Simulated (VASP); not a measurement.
# Ba17O16 (a cell with a defect) in VASP: single point with PBE

Aim: the single point of Ba17O16 (a cell with a defect) with PBE.

Everything below comes from runs of VASP 6.6.1. Logs are shortened: lines on timing, memory, paths and dates and some standing lists are left out, and cuts for length are marked.

## Step 1: The cell of the first run

The cell holds a defect, 33 atoms: a = 9.654 Å, b = 9.654 Å, c = 9.654 Å, α = 109.47°, β = 109.47°, γ = 109.47°.

## Step 2: Single point, PBE

INCAR

```
SYSTEM = Ba17O16
PREC = Accurate ; ENCUT = 520
EDIFF = 1E-6 ; ISMEAR = 0
SIGMA = 0.01 ; LREAL = Auto
LASPH = .True. ; NELM = 80
ALGO = Normal ; ISIF = 2
LWAVE = .False. ; LCHARG = .False.
GGA = PE ; NBANDS = 155
```

KPOINTS

```
Automatic mesh
0
Gamma
  2 2 2
  0.5 0.5 0.5
```

POSCAR

```
Ba17O16
1.0
    5.5739975724      5.5739975724      5.5739975724
   -5.5739975724      5.5739975724     -5.5739975724
   -5.5739975724     -5.5739975724      5.5739975724
Ba O
17 16
Direct
    0.4850289210      0.7451740550      0.7451740550
    0.5048259450      0.4898548660      0.0000000000
    0.7601451340      0.5101451340      0.7649710790
    0.5660730981      0.3160730981      0.3160730981
    0.7398548660      0.2548259450      0.0000000000
   -0.0048259450      0.2350289210      0.7451740550
    0.5048259450      0.0000000000      0.4898548660
    0.7398548660      0.0000000000      0.2548259450
   -0.0660730981      0.0000000000      0.0000000000
    0.2500000000      0.0000000000      0.6839269019
    0.7601451340      0.7649710790      0.5101451340
   -0.0048259450      0.7451740550      0.2350289210
    0.2500000000      0.6839269019      0.0000000000
    0.0149710790      0.5101451340      0.5101451340
    0.2500000000      0.4898548660      0.2548259450
    0.2500000000      0.2548259450      0.4898548660
    0.2500000000      0.0000000000      0.0000000000
    0.5098996048      0.0000000000      0.0000000000
    0.5011714339      0.7377301979      0.2511714339
    0.7365587640      0.7488285661      0.0000000000
    0.5122698021      0.5134412360      0.5134412360
    0.7634412360      0.5134412360      0.2622698021
   -0.0011714339      0.4865587640      0.0000000000
    0.5011714339      0.2511714339      0.7377301979
    0.7634412360      0.2622698021      0.5134412360
   -0.0122698021      0.2511714339      0.2511714339
    0.2500000000      0.2598996048      0.0000000000
    0.7365587640      0.0000000000      0.7488285661
   -0.0011714339      0.0000000000      0.4865587640
    0.2500000000      0.0000000000      0.2598996048
   -0.0098996048      0.7401003952      0.7401003952
    0.2500000000      0.7488285661      0.4865587640
    0.2500000000      0.4865587640      0.7488285661
```

Potentials or basis: VASP PAW PBE potentials, release 64 (Ba_sv, O).

Run with:

```
$ cat potpaw_PBE.64/Ba_sv/POTCAR potpaw_PBE.64/O/POTCAR > POTCAR
$ mpirun -np 1 vasp_std > vasp.out
```

OUTCAR:

```text
SYSTEM = Ba17O16
   PREC = Accurate
   ENCUT = 520
   EDIFF = 1E-6
   ISMEAR = 0
   LREAL = Auto
   LASPH = .True.
   NELM = 80
   ISIF = 2
   GGA = PE

 ion  position               nearest neighbor table
   1  0.485  0.745  0.745-  18 2.71  21 2.74  32 2.78  33 2.78  20 2.80  28 2.80   9 3.55  14 3.71
                            15 3.87  16 3.87  13 3.92  10 3.92   5 4.02   8 4.02   7 4.03  11 4.03
   2  0.505  0.490  0.000-  27 2.71  20 2.74  24 2.78  22 2.78  19 2.80  33 2.80  13 3.55   5 3.71
                             3 3.87  12 3.87  10 3.92   4 3.92  15 4.02   6 4.02   8 4.03  11 4.03
   3  0.760  0.510  0.765-  31 2.71  24 2.74  20 2.78  23 2.78  25 2.80  21 2.80   4 3.55  12 3.71
                             5 3.87   2 3.87   9 3.92  13 3.92  11 4.02  14 4.02   6 4.03   7 4.03
   4  0.566  0.316  0.316-  21 2.54  22 2.54  25 2.54  17 3.05  18 3.24  27 3.24  30 3.24  14 3.55
                            11 3.55   3 3.55  16 3.92   7 3.92   8 3.92  15 3.92   5 3.92   2 3.92
   5  0.740  0.255  0.000-  18 2.71  23 2.74  22 2.78  24 2.78  26 2.80  28 2.80   9 3.55   2 3.71
                             3 3.87  12 3.87  10 3.92   4 3.92   8 4.02   1 4.02   7 4.03  15 4.03
   6  0.995  0.235  0.745-  27 2.71  25 2.74  28 2.78  29 2.78  23 2.80  33 2.80  13 3.55  11 3.71
                             7 3.87   8 3.87   9 3.92  10 3.92   2 4.02  15 4.02   3 4.03  14 4.03
   7  0.505  0.000  0.490-  30 2.71  28 2.74  19 2.78  25 2.78  24 2.80  32 2.80  10 3.55   8 3.71
                             6 3.87  11 3.87   4 3.92  13 3.92  16 4.02  12 4.02   1 4.03   3 4.03
   8  0.740  0.000  0.255-  18 2.71  29 2.74  19 2.78  25 2.78  20 2.80  26 2.80   9 3.55   7 3.71
                            11 3.87   6 3.87   4 3.92  13 3.92   5 4.02   1 4.02  12 4.03   2 4.03
   9  0.934  0.000  0.000-  20 2.54  28 2.54  26 2.54  17 3.05  27 3.24  30 3.24  31 3.24   1 3.55
[... 19 lines left out ...]
  20  0.737  0.749  0.000-   9 2.54   2 2.74  12 2.78   3 2.78   1 2.80   8 2.80
  21  0.512  0.513  0.513-   4 2.54   1 2.74  15 2.78  16 2.78   3 2.80  11 2.80
  22  0.763  0.513  0.262-   4 2.54  12 2.74   5 2.78   2 2.78  11 2.80  14 2.80
  23  0.999  0.487  0.000-  13 2.54   5 2.74  12 2.78   3 2.78   6 2.80  15 2.80
  24  0.501  0.251  0.738-  10 2.54   3 2.74   5 2.78   2 2.78   7 2.80  16 2.80
  25  0.763  0.262  0.513-   4 2.54   6 2.74   7 2.78   8 2.78   3 2.80  14 2.80
  26  0.988  0.251  0.251-   9 2.54  14 2.74  15 2.78  16 2.78   5 2.80   8 2.80
  27  0.250  0.260  0.000-  17 2.51   6 2.71  15 2.71   2 2.71  10 3.24   4 3.24   9 3.24
  28  0.737  0.000  0.749-   9 2.54   7 2.74   6 2.78  11 2.78   1 2.80   5 2.80
  29  0.999  0.000  0.487-  10 2.54   8 2.74   6 2.78  11 2.78  12 2.80  16 2.80
  30  0.250  0.000  0.260-  17 2.51  16 2.71   7 2.71  12 2.71  13 3.24   9 3.24   4 3.24
  31  0.990  0.740  0.740-  17 2.51  11 2.71  14 2.71   3 2.71  13 3.24  10 3.24   9 3.24
  32  0.250  0.749  0.487-  10 2.54  15 2.74   1 2.78  14 2.78   7 2.80  12 2.80
  33  0.250  0.487  0.749-  13 2.54  16 2.74   1 2.78  14 2.78   6 2.80   2 2.80

  LATTYP: Found a body centered cubic cell.
 ALAT       =    11.1479951448

  Lattice vectors:

 A1 = (   5.5739975724,   5.5739975724,   5.5739975724)
 A2 = (  -5.5739975724,   5.5739975724,  -5.5739975724)
 A3 = (  -5.5739975724,  -5.5739975724,   5.5739975724)

Analysis of symmetry for initial positions (statically):
[... 191 lines left out ...]
   GGA     = PE    functional components
   LHFCALC =     F    Hartree Fock is set to
   AEXX    =    0.0000 exact exchange contribution
   IVDW    =     0    specifies the selected vdW correction
   LEPSILON=     F    determine dielectric tensor
   LRPA    =     F    only Hartree local field effects (RPA)
 non-spin polarized calculation
 Gauss-broadening in eV      SIGMA  =   0.01
  energy-cutoff  :      520.00
  volume of cell :      692.72
 maximum number of plane-waves:     18720
   NGX = 35   NGY = 35   NGZ = 35

 number of electron     266.0000053 magnetization

 Free energy of the ion-electron system (eV)
  ---------------------------------------------------
  ext. energy  EPLUGINS =         0.00000000
  ---------------------------------------------------
  free energy    TOTEN  =      -185.86265124 eV

  energy without entropy =     -185.85879468  energy(sigma->0) =     -185.86072296

 E-fermi :   4.5853     XC(G=0):  -9.7754

 val. band max:        4.2644731098   @ k =  -0.2500   0.2500   0.2500
 cond. band min:       4.5883817817   @ k =  -0.2500   0.2500   0.2500
 fundamental gap:      0.3239086718
 Fermi energy:         4.5853360797

 k-point     1 :       0.2500    0.2500    0.2500
  band No.  band energies     occupation
      1     -24.3562      2.00000
      2     -23.9946      2.00000
      3     -23.9946      2.00000
      4     -23.9946      2.00000
      5     -23.6287      2.00000
      6     -23.6153      2.00000
[... 137 lines left out ...]
    144       5.7976      0.00000
    145       6.2289      0.00000

 k-point     2 :      -0.2500    0.2500    0.2500
  band No.  band energies     occupation
      1     -24.3581      2.00000
      2     -23.9966      2.00000
      3     -23.9899      2.00000
      4     -23.9899      2.00000
      5     -23.6830      2.00000
      6     -23.6090      2.00000
[... 137 lines left out ...]
    144       6.1850      0.00000
    145       6.3459      0.00000
 [bands above 145 left out]

------------------------ aborting loop because EDIFF is reached ----------------------------------------

  FORCE on cell =-STRESS in cart. coord.  units (eV):
  Direction    XX          YY          ZZ          XY          YZ          ZX
  --------------------------------------------------------------------------------------
  -------------------------------------------------------------------------------------
  Total       23.5518645     23.5518645     23.5518645      0.0000000      0.0000000      0.0000000
  in kB       54.4722808     54.4722808     54.4722808      0.0000000      0.0000000      0.0000000
  external PRESSURE =      54.4722808 kB  Pullay stress =       0.0000000 kB

 VOLUME and BASIS-vectors are now :
 -----------------------------------------------------------------------------
  energy-cutoff  :      520.00
  volume of cell :      692.72
      direct lattice vectors                 reciprocal lattice vectors
     5.573997572  5.573997572  5.573997572     0.000000000  0.089702228  0.089702228
    -5.573997572  5.573997572 -5.573997572    -0.089702228  0.089702228  0.000000000
    -5.573997572 -5.573997572  5.573997572    -0.089702228  0.000000000  0.089702228

 POSITION                                       TOTAL-FORCE (eV/Angst)
 -----------------------------------------------------------------------------------
     -5.60365      2.70355      2.70355        -0.002452     -0.007492     -0.007492
      0.08345      5.54435      0.08345         0.007492     -0.002452      0.007492
     -2.87045      2.81665      5.65745        -0.007492      0.002452      0.007492
     -0.36829      3.15529      3.15529         0.032325     -0.032325     -0.032325
      2.70355      5.54435      2.70355        -0.007492     -0.002452     -0.007492
      0.08345      2.70355      8.39065         0.007492     -0.007492      0.002452
[... 25 lines left out ...]
     -5.49255      2.85539     -0.06839         0.091367     -0.025604      0.025604
     -5.49255     -0.06839      2.85539         0.091367      0.025604     -0.025604
 -----------------------------------------------------------------------------------
    total drift:                                0.000001     -0.000002     -0.000001

  FREE ENERGIE OF THE ION-ELECTRON SYSTEM (eV)
  ---------------------------------------------------
  free  energy   TOTEN  =      -185.8626512424 eV

  energy  without entropy=     -185.8587946844  energy(sigma->0) =     -185.86072296
```

Wall time 9.3 min (1 thread of Intel Xeon Platinum 8259CL at 2.50GHz (Skylake/Cascade Lake), shared host); peak memory 0.8 GiB.

Results:

* Free energy: -185.8627 eV
* Pressure: 5.4 GPa
* Largest force: 0.098 eV/Å
* Band gap on the k mesh: zero (band 133 reaches 5.17 eV, above the bottom of band 134 at 4.59 eV)

Forces in eV/Å, atoms in the order of the input:
```
Ba  -0.002 -0.007 -0.007
Ba   0.007 -0.002  0.007
Ba  -0.007  0.002  0.007
Ba   0.032 -0.032 -0.032
Ba  -0.007 -0.002 -0.007
Ba   0.007 -0.007  0.002
Ba   0.007  0.007 -0.002
Ba  -0.007 -0.007 -0.002
Ba   0.032  0.032  0.032
Ba  -0.032 -0.032  0.032
Ba  -0.007  0.007  0.002
Ba   0.007  0.002 -0.007
Ba  -0.032  0.032 -0.032
Ba  -0.002  0.007  0.007
Ba   0.002 -0.007  0.007
Ba   0.002  0.007 -0.007
Ba   0.000  0.000  0.000
O    0.009  0.009  0.009
O   -0.026  0.026  0.091
O    0.026 -0.091  0.026
O   -0.091 -0.026 -0.026
O    0.026  0.091 -0.026
O   -0.026 -0.091 -0.026
O   -0.026  0.091  0.026
O    0.026 -0.026  0.091
O   -0.091  0.026  0.026
O   -0.009  0.009 -0.009
O    0.026  0.026 -0.091
O   -0.026 -0.026 -0.091
O   -0.009 -0.009  0.009
O    0.009 -0.009 -0.009
O    0.091 -0.026  0.026
O    0.091  0.026 -0.026
```

Levels at points of the mesh, in eV from the Fermi level:
| k point | band 129 | band 130 | band 131 | band 132 | band 133 | band 134 | band 135 | band 136 |
| --- | --- | --- | --- | --- | --- | --- | --- | --- |
| (0.25, 0.25, 0.25) | -3.23 | -3.23 | -3.23 | -3.23 | 0.59 | 0.59 | 0.63 | 0.63 |

Caveat: the k points lie up to 0.40 Å⁻¹ apart; spin-orbit coupling is left out, which moves the levels of the heavy elements.
